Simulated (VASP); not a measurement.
# CoO (P-6m2) in VASP: notebook, part 2 of 2

VASP 6.6.1.

## (6) Single point, PBE, collinear spin, ferromagnetic start

This run uses another cell than the first one, of 9.41 Å³/atom, 0.998 times its volume.

INCAR reads:

```
PREC = Accurate
ENCUT = 600
EDIFF = 1E-6
ISMEAR = 0
SIGMA = 0.1
LREAL = False
LASPH = True
NELM = 200
ALGO = Normal
ISIF = 2
LWAVE = False
LCHARG = False
ISPIN = 2
MAGMOM = 3 0
LORBIT = 11
LMAXMIX = 4
GGA = PE
NBANDS = 22
GGA_COMPAT = False
```

KPOINTS reads:

```
regular mesh
0
Gamma
  9 9 6
```

POSCAR reads:

```
CoO
1.0
    2.8216000808      0.0000000000      0.0000000000
   -1.4108000404      2.4435773493      0.0000000000
    0.0000000000      0.0000000000      2.7281830196
Co O
1 1
Direct
    0.3333333333      0.6666666667      0.5000000000
    0.0000000000      0.0000000000      0.0000000000
```

Potentials or basis: VASP PAW PBE potentials, release 64 (Co_sv, O).

Run with:

```sh
> cat potpaw_PBE.64/Co_sv/POTCAR potpaw_PBE.64/O/POTCAR > POTCAR
> mpirun -np 1 vasp_std > vasp.out
```

OUTCAR:

```text
PREC = Accurate
   ENCUT = 600
   EDIFF = 1E-6
   ISMEAR = 0
   LREAL = False
   LASPH = True
   NELM = 200
   ISIF = 2
   ISPIN = 2
   LORBIT = 11
   GGA = PE

 ion  position               nearest neighbor table
   1  0.333  0.667  0.500-   2 2.12   2 2.12   2 2.12   2 2.12   2 2.12   2 2.12
   2  0.000  0.000  0.000-   1 2.12   1 2.12   1 2.12   1 2.12   1 2.12   1 2.12

  LATTYP: Found a hexagonal cell.
 ALAT       =     2.8216000808
 C/A-ratio  =     0.9668921681

  Lattice vectors:

 A1 = (   2.8216000808,   0.0000000000,   0.0000000000)
 A2 = (  -1.4108000404,   2.4435773493,   0.0000000000)
 A3 = (   0.0000000000,   0.0000000000,   2.7281830196)

Analysis of symmetry for initial positions (statically):
=====================================================================
 Subroutine PRICEL returns:
 Original cell was already a primitive cell.

 Routine SETGRP: Setting up the symmetry group for a
 hexagonal supercell.

 Subroutine GETGRP returns: Found 12 space group operations
 (whereof 12 operations were pure point group operations)
 out of a pool of 24 trial point group operations.

The static configuration has the point symmetry D_3h.

Analysis of symmetry for dynamics (positions and initial velocities):
=====================================================================
 Subroutine PRICEL returns:
 Original cell was already a primitive cell.

 Routine SETGRP: Setting up the symmetry group for a
 hexagonal supercell.

 Subroutine GETGRP returns: Found 12 space group operations
 (whereof 12 operations were pure point group operations)
 out of a pool of 24 trial point group operations.

The dynamic configuration has the point symmetry D_3h.

Analysis of structural, dynamic, and magnetic symmetry:
=====================================================================
 Subroutine PRICEL returns:
 Original cell was already a primitive cell.

 Routine SETGRP: Setting up the symmetry group for a
 hexagonal supercell.

 Subroutine GETGRP returns: Found 12 space group operations
 (whereof 12 operations were pure point group operations)
 out of a pool of 24 trial point group operations.

The overall configuration has the point symmetry D_3h.

 Subroutine INISYM returns: Found 12 space group operations
 (whereof 12 operations are pure point group operations),
 and found     1 'primitive' translations

----------------------------------------------------------------------------------------

                                     Primitive cell

  volume of cell :      18.8103

  direct lattice vectors                    reciprocal lattice vectors
     2.821600081  0.000000000  0.000000000     0.354408836  0.204618037  0.000000000
    -1.410800040  2.443577349  0.000000000     0.000000000  0.409236074  0.000000000
     0.000000000  0.000000000  2.728183020     0.000000000  0.000000000  0.366544324

  length of vectors
     2.821600081  2.821600081  2.728183020     0.409236074  0.409236074  0.366544324

  position of ions in fractional coordinates (direct lattice)
     0.333333333  0.666666667  0.500000000
     0.000000000  0.000000000  0.000000000

  ion indices of the primitive-cell ions
   primitive index   ion index
[... 60 lines left out ...]
   dimension x,y,z NGXF=    48 NGYF=   48 NGZF=   48
   ions per type =               1   1
   NGX,Y,Z   is equivalent  to a cutoff of  14.14, 14.14, 14.62 a.u.
   NGXF,Y,Z  is equivalent  to a cutoff of  28.28, 28.28, 29.25 a.u.
 SYSTEM =  unknown system
   PREC   = accura    normal or accurate (medium, high low for compatibility)
   ISTART =      0    job   : 0-new  1-cont  2-samecut
   ICHARG =      2    charge: 1-file 2-atom 10-const
   ISPIN  =      2    spin polarized calculation?
   LNONCOLLINEAR =      F non collinear calculations
   LSORBIT =      F    spin-orbit coupling
   LASPH  =      T    aspherical Exc in radial PAW
   ENCUT  =  600.0 eV  44.10 Ry    6.64 a.u.   5.64  5.64  5.45*2*pi/ulx,y,z
   NELM   =    200;   NELMIN=  2; NELMDL= -5     # of ELM steps
   EDIFF  = 0.1E-05   stopping-criterion for ELM
   LREAL  =      F    real-space projection
   EDIFFG = 0.1E-04   stopping-criterion for IOM
   NSW    =      0    number of steps for IOM
   IBRION =     -1    ionic relax: 0-MD 1-quasi-New 2-CG
   NFREE  =      0    steps in history (QN), initial steepest desc. (CG)
   ISIF   =      2    stress and relaxation
   ISYM   =      2    0-nonsym 1-usesym 2-fastsym
   POTIM  = 0.5000    time-step for ionic-motion
   TEBEG  =    0.0;   TEEND  =   0.0 temperature during run
   PSTRESS=    0.0 pullay stress
   NELECT =      23.0000    total number of electrons
   NUPDOWN=      -1.0000    fix difference up-down
   EMIN   =  10.00;   EMAX   =-10.00  energy-range for DOS
   EFERMI =   0.00;   METHOD = LEGACY
   ISMEAR =     0;   SIGMA  =   0.10  broadening in eV -4-tet -1-fermi 0-gaus
   EFERMI_NEDOS =   21; number of points for ismear=-14 and -15
   IALGO  =     38    algorithm
   IMIX   =      4    mixing-type and parameters
     AMIX     =   0.40;   BMIX     =  1.00
     AMIX_MAG =   1.60;   BMIX_MAG =  1.00
  volume/ion in A,a.u.               =       9.41        63.47
  Fermi-wavevector in a.u.,A,eV,Ry     =   1.750595  3.308145 41.696196  3.064584
  Thomas-Fermi vector in A             =   2.821284
   LORBIT       =     11    0 simple, 1 ext, 2 COOP (PROOUT), +10 PAW based schemes
   GGA     = PE    functional components
   LHFCALC =     F    Hartree Fock is set to
   AEXX    =    0.0000 exact exchange contribution
   IVDW    =     0    specifies the selected vdW correction
   LEPSILON=     F    determine dielectric tensor
   LRPA    =     F    only Hartree local field effects (RPA)
 spin polarized calculation
 Gauss-broadening in eV      SIGMA  =   0.10
  energy-cutoff  :      600.00
  volume of cell :       18.81
 maximum number of plane-waves:       642
 NGX is ok and might be reduce to    24
   NGX = 11   NGY = 11   NGZ = 11

 number of electron      23.0000007 magnetization       2.9998066

 Free energy of the ion-electron system (eV)
  ---------------------------------------------------
  ext. energy  EPLUGINS =         0.00000000
  ---------------------------------------------------
  free energy    TOTEN  =       -13.01664469 eV

  energy without entropy =      -13.00105558  energy(sigma->0) =      -13.00885013

 E-fermi :   9.3019     XC(G=0): -12.8813

 val. band max:        9.2965547579   @ k =   0.3333   0.1111   0.3333
 cond. band min:       9.3194550546   @ k =   0.3333   0.1111   0.0000
 fundamental gap:      0.0229002967
 Fermi energy:         9.3019018332

 spin component 1

 k-point     1 :       0.0000    0.0000    0.0000
  band No.  band energies     occupation
      1     -87.9427      1.00000
      2     -51.3485      1.00000
      3     -51.0726      1.00000
      4     -51.0726      1.00000
      5     -11.2956      1.00000
      6       4.2817      1.00000
[... 589 lines left out ...]
     21      36.9234      0.00000
     22      39.8158      0.00000

 [... further k-points ...]

 spin component 2

 k-point     1 :       0.0000    0.0000    0.0000
  band No.  band energies     occupation
      1     -84.8669      1.00000
      2     -48.1816      1.00000
      3     -48.1556      1.00000
      4     -48.1556      1.00000
      5     -10.6560      1.00000
      6       5.5853      1.00000
[... 589 lines left out ...]
     21      37.2405      0.00000
     22      40.3496      0.00000

 [... further k-points ...]
[... 5 lines left out ...]
  --------------------------------------------------------------------------------------
  -------------------------------------------------------------------------------------
  Total       -0.2462414     -0.2462414     -0.3046439      0.0000000      0.0000000      0.0000000
  in kB      -20.9737708    -20.9737708    -25.9482506      0.0000000      0.0000000      0.0000000
  external PRESSURE =     -22.6319308 kB  Pullay stress =       0.0000000 kB

 VOLUME and BASIS-vectors are now :
 -----------------------------------------------------------------------------
  energy-cutoff  :      600.00
  volume of cell :       18.81
      direct lattice vectors                 reciprocal lattice vectors
     2.821600081  0.000000000  0.000000000     0.354408836  0.204618037  0.000000000
    -1.410800040  2.443577349  0.000000000     0.000000000  0.409236074  0.000000000
     0.000000000  0.000000000  2.728183020     0.000000000  0.000000000  0.366544324

 POSITION                                       TOTAL-FORCE (eV/Angst)
 -----------------------------------------------------------------------------------
     -0.00000      1.62905      1.36409         0.000000      0.000000      0.000000
      0.00000      0.00000      0.00000        -0.000000     -0.000000      0.000000
 -----------------------------------------------------------------------------------
    total drift:                                0.000000     -0.000000     -0.000000

  FREE ENERGIE OF THE ION-ELECTRON SYSTEM (eV)
  ---------------------------------------------------
  free  energy   TOTEN  =       -13.0166446871 eV

  energy  without entropy=      -13.0010555792  energy(sigma->0) =      -13.00885013

 total charge

# of ion       s       p       d       tot
------------------------------------------
    1        2.149   6.073   6.652  14.874
    2        1.560   3.408   0.000   4.968
--------------------------------------------------
tot          3.709   9.482   6.652  19.842

 magnetization (x)

# of ion       s       p       d       tot
------------------------------------------
    1        0.006   0.007   2.515   2.527
    2        0.026   0.374   0.000   0.400
--------------------------------------------------
tot          0.032   0.381   2.515   2.927
```

OSZICAR:

```text
N       E                     dE             d eps       ncg     rms          rms(c)
DAV:   1     0.286096398488E+03    0.28610E+03   -0.14429E+04  5402   0.285E+03
DAV:   2    -0.396813300652E+01   -0.29006E+03   -0.27528E+03  6246   0.713E+02
DAV:   3    -0.160079297258E+02   -0.12040E+02   -0.11982E+02  5714   0.126E+02
DAV:   4    -0.161307705936E+02   -0.12284E+00   -0.12281E+00  5058   0.113E+01
DAV:   5    -0.161350695984E+02   -0.42990E-02   -0.42989E-02  6044   0.230E+00    0.162E+01
DAV:   6    -0.152724481674E+02    0.86262E+00   -0.21895E+01  6904   0.941E+01    0.325E+01
DAV:   7    -0.130975555324E+02    0.21749E+01   -0.14234E+01  5740   0.704E+01    0.960E+00
DAV:   8    -0.130623931014E+02    0.35162E-01   -0.46188E-01  5806   0.952E+00    0.508E+00
DAV:   9    -0.130529376737E+02    0.94554E-02   -0.32802E-01  7578   0.950E+00    0.344E+00
DAV:  10    -0.130273862926E+02    0.25551E-01   -0.52357E-02  6610   0.410E+00    0.152E+00
DAV:  11    -0.130167461282E+02    0.10640E-01   -0.42416E-02  7188   0.386E+00    0.320E-01
DAV:  12    -0.130167234187E+02    0.22709E-04   -0.44918E-03  6194   0.924E-01    0.209E-01
DAV:  13    -0.130166022961E+02    0.12112E-03   -0.90085E-04  6544   0.485E-01    0.729E-02
DAV:  14    -0.130166423376E+02   -0.40041E-04   -0.78584E-05  6240   0.868E-02    0.369E-02
DAV:  15    -0.130166425192E+02   -0.18159E-06   -0.35674E-05  6596   0.102E-01    0.111E-02
DAV:  16    -0.130166441713E+02   -0.16522E-05   -0.23247E-06  4926   0.212E-02    0.600E-03
DAV:  17    -0.130166446871E+02   -0.51577E-06   -0.42335E-07  2932   0.853E-03
   1 F= -.13016645E+02 E0= -.13008850E+02  d E =-.155891E-01  mag=     3.0000
```

stdout:

```text
POSCAR found type information on POSCAR CoO
 POSCAR found :  2 types and       2 ions
 scaLAPACK will be used
 LDA part: xc-table for (Slater+PW92), standard interpolation
 POSCAR, INCAR and KPOINTS ok, starting setup
 FFT: planning ... GRIDC
 FFT: planning ... GRID_SOFT
 FFT: planning ... GRID
 WAVECAR not read
 entering main loop
```

Wall time 21 s (1 thread of Intel Xeon 6975P-C (Granite Rapids), shared host); peak memory 0.17 GiB.

What came out:

```
Free energy                                           : -13.0166 eV
Pressure                                              : -2.3 GPa
Band gap on the k mesh                                : zero (filled and empty bands overlap)
Net moment                                            : 3.00 μB per cell
Site moments                                          : Co +2.53; O +0.40 μB
Valence electrons inside the program's atomic spheres : Co 14.87; O 4.97
```

Stress tensor (GPa, compression positive):
```
-2.10  0.00  0.00
 0.00 -2.10  0.00
 0.00  0.00 -2.59
```

Caveat: the k points lie up to 0.38 Å⁻¹ apart; a cell with one magnetic atom can't hold antiferromagnetic order, which such compounds often take; semilocal functionals often make such compounds metallic where correlation or magnetic order opens a gap, which also shifts bond lengths.

## (7) Overview

```csv
task,potentials or basis,cell,k mesh,cutoff (eV),second run,gap on the mesh (eV),pressure (GPa),moment (μB)
single point,"VASP PAW PBE potentials, release 64 (Co, O)","a = 2.828, b = 2.828, c = 2.722 Å, angles 90.0, 90.0, 120.0°, 2 atoms",24 × 24 × 20,520,-,none,-0.3,3.00
single point,"VASP PAW PBE potentials, release 64 (Co, O)","a = 2.822, b = 2.822, c = 2.728 Å, angles 90.0, 90.0, 120.0°, 2 atoms",9 × 9 × 6,520,-,none,-0.3,3.00
relaxation of cell and atoms,"VASP PAW PBE potentials, release 64 (Co, O)","relaxed from a = 2.520, b = 2.520, c = 3.728 Å, angles 90.0, 90.0, 120.0°, 2 atoms",9 × 9 × 6,600,-,none,0.0,3.00
single point,"VASP PAW PBE potentials, release 64 (Co, O)","a = 2.520, b = 2.520, c = 3.728 Å, angles 90.0, 90.0, 120.0°, 2 atoms",9 × 9 × 6,520,-,none,-13.9,3.00
single point,"VASP PAW PBE potentials, release 64 (Co_sv, O)","a = 2.822, b = 2.822, c = 2.728 Å, angles 90.0, 90.0, 120.0°, 2 atoms",9 × 9 × 6,600,valence_matched,none,-2.3,3.00
```

Alike in all rows: level PBE; spin collinear, ferromagnetic start; smearing gaussian 0.1 eV.

Caveats: some runs use coarse meshes; a cell with one magnetic atom can't hold antiferromagnetic order, which such compounds often take; semilocal functionals often make such compounds metallic where correlation or magnetic order opens a gap, which also shifts bond lengths.

Absolute energies hang on the potentials; compare differences alone.
